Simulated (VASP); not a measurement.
# KI in VASP: settings compared

Aim: see how the results for KI move with the level of theory and the settings. Levels: PBE, r2SCAN. Tasks: single point.

Everything below comes from runs of VASP 6.6.1. Logs are shortened: lines on timing, memory, paths and dates and some standing lists are left out, and cuts for length are marked.

## 1. The cell of the first run

The structure is tetragonal, space group I4/mmm (No. 139). Conventional cell: a = 5.012 Å, b = 5.012 Å, c = 7.435 Å, α = 90.00°, β = 90.00°, γ = 90.00°. Within 4.7 Å of K (site symmetry 4/mmm) lie 6 I at 3.54 to 3.72 Å. Within 4.7 Å of I (site symmetry 4/mmm) lie 6 K at 3.54 to 3.72 Å.

## 2. Single point, PBE (uniaxial x strain +4.9%)

Input file INCAR:

```
PREC = Accurate
ENCUT = 520
EDIFF = 1E-7
ISMEAR = -1
SIGMA = 0.02
LREAL = False
LASPH = True
NELM = 60
ALGO = Normal
ISIF = 2
LWAVE = False
LCHARG = False
GGA = PE
NBANDS = 15
```

Input file KPOINTS:

```
Automatic mesh
0
Gamma
  6 6 6
```

Input file POSCAR:

```
KI
1.0
    0.0000000000      3.5442850250      3.5442850250
    3.7176005627      0.0000000000      3.5442850250
    3.7176005627      3.5442850250      0.0000000000
K I
1 1
Direct
    0.0000000000      0.0000000000      0.0000000000
    0.5000000000      0.5000000000      0.5000000000
```

Potentials or basis: VASP PAW PBE potentials, release 64 (K_sv, I).

Run with:

```
$ cat potpaw_PBE.64/K_sv/POTCAR potpaw_PBE.64/I/POTCAR > POTCAR
$ mpirun -np 1 vasp_std > vasp.out
```

OUTCAR:

```text
PREC = Accurate
   ENCUT = 520
   EDIFF = 1E-7
   ISMEAR = -1
   LREAL = False
   LASPH = True
   NELM = 60
   ISIF = 2
   GGA = PE

 ion  position               nearest neighbor table
   1  0.000  0.000  0.000-   2 3.54   2 3.54   2 3.54   2 3.54
   2  0.500  0.500  0.500-   1 3.54   1 3.54   1 3.54   1 3.54

  LATTYP: Found a body centered tetragonal cell.
 ALAT       =     5.0123759513
 C/A-ratio  =     1.4833686056

  Lattice vectors:

 A1 = (   3.7176005627,   0.0000000000,   3.5442850250)
 A2 = (   3.7176005627,   0.0000000000,  -3.5442850250)
 A3 = (  -3.7176005627,   3.5442850250,   0.0000000000)

Analysis of symmetry for initial positions (statically):
=====================================================================
 Subroutine PRICEL returns:
 Original cell was already a primitive cell.

 Routine SETGRP: Setting up the symmetry group for a
 body centered tetragonal supercell.

 Subroutine GETGRP returns: Found 16 space group operations
 (whereof 16 operations were pure point group operations)
 out of a pool of 16 trial point group operations.

The static configuration has the point symmetry D_4h.

Analysis of symmetry for dynamics (positions and initial velocities):
=====================================================================
 Subroutine PRICEL returns:
 Original cell was already a primitive cell.

 Routine SETGRP: Setting up the symmetry group for a
 body centered tetragonal supercell.

 Subroutine GETGRP returns: Found 16 space group operations
 (whereof 16 operations were pure point group operations)
 out of a pool of 16 trial point group operations.

The dynamic configuration has the point symmetry D_4h.

 Subroutine INISYM returns: Found 16 space group operations
 (whereof 16 operations are pure point group operations),
 and found     1 'primitive' translations

----------------------------------------------------------------------------------------

                                     Primitive cell

  volume of cell :      93.4007

  direct lattice vectors                    reciprocal lattice vectors
     0.000000000  3.544285025  3.544285025    -0.134495353  0.141072176  0.141072176
     3.717600563  0.000000000  3.544285025     0.134495353 -0.141072176  0.141072176
     3.717600563  3.544285025  0.000000000     0.134495353  0.141072176 -0.141072176

  length of vectors
     5.012375951  5.136390784  5.136390784     0.240606977  0.240606977  0.240606977

  position of ions in fractional coordinates (direct lattice)
     0.000000000  0.000000000  0.000000000
     0.500000000  0.500000000  0.500000000

  ion indices of the primitive-cell ions
   primitive index   ion index
                 1           1
                 2           2

----------------------------------------------------------------------------------------

 KPOINTS: Automatic mesh

Automatic generation of k-mesh.
 Grid dimensions read from file:
 generate k-points for:    6    6    6

 Generating k-lattice:

  Cartesian coordinates                     Fractional coordinates (reciprocal lattice)
    -0.022415892  0.023512029  0.023512029     0.166666667  0.000000000  0.000000000
     0.022415892 -0.023512029  0.023512029     0.000000000  0.166666667  0.000000000
     0.022415892  0.023512029 -0.023512029     0.000000000  0.000000000  0.166666667

  Length of vectors
     0.040101163  0.040101163  0.040101163

  Shift w.r.t. Gamma in fractional coordinates (k-lattice)
     0.000000000  0.000000000  0.000000000

 Subroutine IBZKPT returns following result:
 ===========================================

 Found     30 irreducible k-points:

 Following reciprocal coordinates:
            Coordinates               Weight
  0.000000  0.000000  0.000000      1.000000
  0.166667 -0.000000 -0.000000      8.000000
  0.333333  0.000000  0.000000      8.000000
  0.500000  0.000000  0.000000      4.000000
  0.166667  0.166667  0.000000      4.000000
  0.333333  0.166667  0.000000     16.000000
[... 16 lines left out ...]
 -0.333333  0.500000  0.166667      4.000000
  0.333333 -0.333333  0.166667      8.000000
 [... further k-points ...]
   k-points           NKPTS =     30   k-points in BZ     NKDIM =     30   number of bands    NBANDS=     15
   number of dos      NEDOS =    301   number of ions     NIONS =      2
   total plane-waves  NPLWV =  64000
   dimension x,y,z NGX =    40 NGY =   40 NGZ =   40
   dimension x,y,z NGXF=    80 NGYF=   80 NGZF=   80
   ions per type =               1   1
   NGX,Y,Z   is equivalent  to a cutoff of  13.27, 12.95, 12.95 a.u.
   NGXF,Y,Z  is equivalent  to a cutoff of  26.53, 25.89, 25.89 a.u.
 SYSTEM =  unknown system
   PREC   = accura    normal or accurate (medium, high low for compatibility)
   ISTART =      0    job   : 0-new  1-cont  2-samecut
   ICHARG =      2    charge: 1-file 2-atom 10-const
   ISPIN  =      1    spin polarized calculation?
   LNONCOLLINEAR =      F non collinear calculations
   LSORBIT =      F    spin-orbit coupling
   LASPH  =      T    aspherical Exc in radial PAW
   ENCUT  =  520.0 eV  38.22 Ry    6.18 a.u.   9.32  9.55  9.55*2*pi/ulx,y,z
   NELM   =     60;   NELMIN=  2; NELMDL= -5     # of ELM steps
   EDIFF  = 0.1E-06   stopping-criterion for ELM
   LREAL  =      F    real-space projection
   EDIFFG = 0.1E-05   stopping-criterion for IOM
   NSW    =      0    number of steps for IOM
   IBRION =     -1    ionic relax: 0-MD 1-quasi-New 2-CG
   NFREE  =      0    steps in history (QN), initial steepest desc. (CG)
   ISIF   =      2    stress and relaxation
   ISYM   =      2    0-nonsym 1-usesym 2-fastsym
   POTIM  = 0.5000    time-step for ionic-motion
   TEBEG  =    0.0;   TEEND  =   0.0 temperature during run
   PSTRESS=    0.0 pullay stress
   NELECT =      16.0000    total number of electrons
   NUPDOWN=      -1.0000    fix difference up-down
   EMIN   =  10.00;   EMAX   =-10.00  energy-range for DOS
   EFERMI =   0.00;   METHOD = LEGACY
   ISMEAR =    -1;   SIGMA  =   0.02  broadening in eV -4-tet -1-fermi 0-gaus
   EFERMI_NEDOS =   21; number of points for ismear=-14 and -15
   IALGO  =     38    algorithm
   IMIX   =      4    mixing-type and parameters
     AMIX     =   0.40;   BMIX     =  1.00
     AMIX_MAG =   1.60;   BMIX_MAG =  1.00
  volume/ion in A,a.u.               =      46.70       315.15
  Fermi-wavevector in a.u.,A,eV,Ry     =   0.909211  1.718160 11.247463  0.826665
  Thomas-Fermi vector in A             =   2.033229
   LORBIT       =      0    0 simple, 1 ext, 2 COOP (PROOUT), +10 PAW based schemes
   GGA     = PE    functional components
   LHFCALC =     F    Hartree Fock is set to
   AEXX    =    0.0000 exact exchange contribution
   IVDW    =     0    specifies the selected vdW correction
   LEPSILON=     F    determine dielectric tensor
   LRPA    =     F    only Hartree local field effects (RPA)
 non-spin polarized calculation
  energy-cutoff  :      520.00
  volume of cell :       93.40
 maximum number of plane-waves:      2546
 NGX is ok and might be reduce to    40
   NGX = 19   NGY = 19   NGZ = 19

 number of electron      16.0000002 magnetization

 Free energy of the ion-electron system (eV)
  ---------------------------------------------------
  ext. energy  EPLUGINS =         0.00000000
  ---------------------------------------------------
  free energy    TOTEN  =        -5.55698899 eV

  energy without entropy =       -5.55698899  energy(sigma->0) =       -5.55698899

 E-fermi :  -0.1948     XC(G=0):  -6.9522

 val. band max:       -0.7008912497   @ k =   0.0000   0.0000   0.0000
 cond. band min:       3.1310316701   @ k =   0.0000   0.0000   0.0000
 fundamental gap:      3.8319229198
 Fermi energy:        -0.1947816592

 k-point     1 :       0.0000    0.0000    0.0000
  band No.  band energies     occupation
      1     -29.3049      2.00000
      2     -12.7898      2.00000
      3     -12.7852      2.00000
      4     -12.7852      2.00000
      5     -11.1251      2.00000
      6      -0.7037      2.00000
      7      -0.7009      2.00000
      8      -0.7009      2.00000
      9       3.1310      0.00000
     10       5.6358      0.00000
     11       5.9073      0.00000
     12       5.9073      0.00000
     13       6.4128      0.00000
     14       6.5782      0.00000
     15       9.0267      0.00000

 k-point     2 :       0.1667   -0.0000   -0.0000
  band No.  band energies     occupation
      1     -29.3045      2.00000
      2     -12.8153      2.00000
      3     -12.7898      2.00000
      4     -12.7852      2.00000
      5     -11.0692      2.00000
      6      -1.0789      2.00000
      7      -0.7832      2.00000
      8      -0.7774      2.00000
      9       3.7209      0.00000
     10       5.7004      0.00000
     11       6.0245      0.00000
     12       6.1756      0.00000
     13       6.7001      0.00000
     14       6.8715      0.00000
     15       9.8305      0.00000

 k-point     3 :       0.3333    0.0000    0.0000
  band No.  band energies     occupation
      1     -29.3038      2.00000
      2     -12.8688      2.00000
      3     -12.7920      2.00000
      4     -12.7850      2.00000
      5     -10.9606      2.00000
      6      -1.6587      2.00000
      7      -0.9327      2.00000
      8      -0.9208      2.00000
      9       4.5425      0.00000
     10       6.1682      0.00000
     11       6.6497      0.00000
     12       6.8440      0.00000
     13       7.4913      0.00000
     14       7.6369      0.00000
     15       8.6956      0.00000
[... 343 lines left out ...]
 k-point    23 :      -0.3333    0.5000    0.1667
  band No.  band energies     occupation
      1     -29.3029      2.00000
      2     -12.8224      2.00000
      3     -12.8152      2.00000
      4     -12.8072      2.00000
      5     -10.9640      2.00000
      6      -1.4788      2.00000
      7      -1.2385      2.00000
      8      -1.2107      2.00000
      9       5.0028      0.00000
     10       5.5315      0.00000
     11       6.7033      0.00000
     12       7.4562      0.00000
     13       7.8012      0.00000
     14       8.6421      0.00000
     15       9.1629      0.00000

 k-point    24 :       0.3333   -0.3333    0.1667
  band No.  band energies     occupation
      1     -29.3030      2.00000
      2     -12.8437      2.00000
      3     -12.8056      2.00000
      4     -12.7989      2.00000
      5     -10.9570      2.00000
      6      -1.5684      2.00000
      7      -1.2873      2.00000
      8      -1.0716      2.00000
      9       5.4394      0.00000
     10       5.8093      0.00000
     11       6.1318      0.00000
     12       7.3789      0.00000
     13       7.8037      0.00000
     14       8.4387      0.00000
     15       8.7833      0.00000

 [... further k-points ...]

------------------------ aborting loop because EDIFF is reached ----------------------------------------

  FORCE on cell =-STRESS in cart. coord.  units (eV):
  Direction    XX          YY          ZZ          XY          YZ          ZX
  --------------------------------------------------------------------------------------
  -------------------------------------------------------------------------------------
  Total       -0.3302979      0.1648537      0.1648537      0.0000000      0.0000000     -0.0000000
  in kB       -5.6658673      2.8278690      2.8278690      0.0000000      0.0000000     -0.0000000
  external PRESSURE =      -0.0033764 kB  Pullay stress =       0.0000000 kB

 VOLUME and BASIS-vectors are now :
 -----------------------------------------------------------------------------
  energy-cutoff  :      520.00
  volume of cell :       93.40
      direct lattice vectors                 reciprocal lattice vectors
     0.000000000  3.544285025  3.544285025    -0.134495353  0.141072176  0.141072176
     3.717600563  0.000000000  3.544285025     0.134495353 -0.141072176  0.141072176
     3.717600563  3.544285025  0.000000000     0.134495353  0.141072176 -0.141072176

 POSITION                                       TOTAL-FORCE (eV/Angst)
 -----------------------------------------------------------------------------------
      0.00000      0.00000      0.00000         0.000000      0.000000      0.000000
      3.71760      3.54429      3.54429         0.000000     -0.000000     -0.000000
 -----------------------------------------------------------------------------------
    total drift:                                0.000000     -0.000000     -0.000000

  FREE ENERGIE OF THE ION-ELECTRON SYSTEM (eV)
  ---------------------------------------------------
  free  energy   TOTEN  =        -5.5569889912 eV

  energy  without entropy=       -5.5569889912  energy(sigma->0) =       -5.55698899
```

It took 41 s on 1 thread of Intel Xeon Platinum 8259CL at 2.50GHz (Skylake/Cascade Lake), shared host; peak memory 0.25 GiB.

Results:

- Free energy: -5.5570 eV
- Pressure: 0.0 GPa
- Band gap on the k mesh: 3.83 eV, direct

Stress tensor (GPa, compression positive):
```
-0.57  0.00  0.00
 0.00  0.28  0.00
 0.00  0.00  0.28
```

Caveat: the cell differs from its parent crystal (uniaxial x strain +4.9%); spin-orbit coupling is left out, which moves the levels of the heavy elements.

[end of part 1 of 2]
